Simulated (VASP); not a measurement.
Wanted: the native input for a VASP 6.6.1 run.

| Quantity | Value |
| --- | --- |
| Task | single point |
| Functional | PBE |
| Potentials or basis | VASP PAW PBE potentials, release 64 (Sr_sv) |
| Cutoff | 500 eV |
| k mesh | 6 × 6 × 6 |
| Occupations | gaussian, width 0.1 eV |
| Spin | no spin polarisation |
| Dipole correction | no |
| Further INCAR settings | ALGO = Normal; EDIFF = 1e-06; NBANDS = 11 |

The structure of Sr lies in POSCAR:

```
Sr
1.0
   -2.4310666279      2.4310666279      2.4310666279
    2.4310666279     -2.4310666279      2.4310666279
    2.4310666279      2.4310666279     -2.4310666279
Sr
1
Direct
    0.0000000000      0.0000000000      0.0000000000
```

This cell differs from its parent crystal: Ba replaced by Sr, lengths x 0.944, strained.

The input as run:

INCAR

```
  PREC = Accurate
  ENCUT = 500
  EDIFF = 1E-6
  ISMEAR = 0
  SIGMA = 0.1
  LREAL = False
  LASPH = True
  NELM = 120
  ALGO = Normal
  ISIF = 2
  LWAVE = False
  LCHARG = False
  GGA = PE
  NBANDS = 11
  GGA_COMPAT = False
```

KPOINTS

```
regular mesh
0
Gamma
  6 6 6
```

Potentials or basis: VASP PAW PBE potentials, release 64 (Sr_sv).

The run is started by

```console
$ cat potpaw_PBE.64/Sr_sv/POTCAR > POTCAR
$ mpirun -np 1 vasp_std > vasp.out
```

It gave:

* Pressure: -0.8 GPa
* Band gap on the k mesh: zero (band 5 reaches 1.65 eV, above the bottom of band 6 at 1.36 eV)

Caveat: the cell differs from its parent crystal (Ba replaced by Sr, lengths x 0.944, strained).

Run time: 5.9 s on 1 thread of Intel Xeon 6975P-C, on a shared host, peak memory 0.17 GiB.
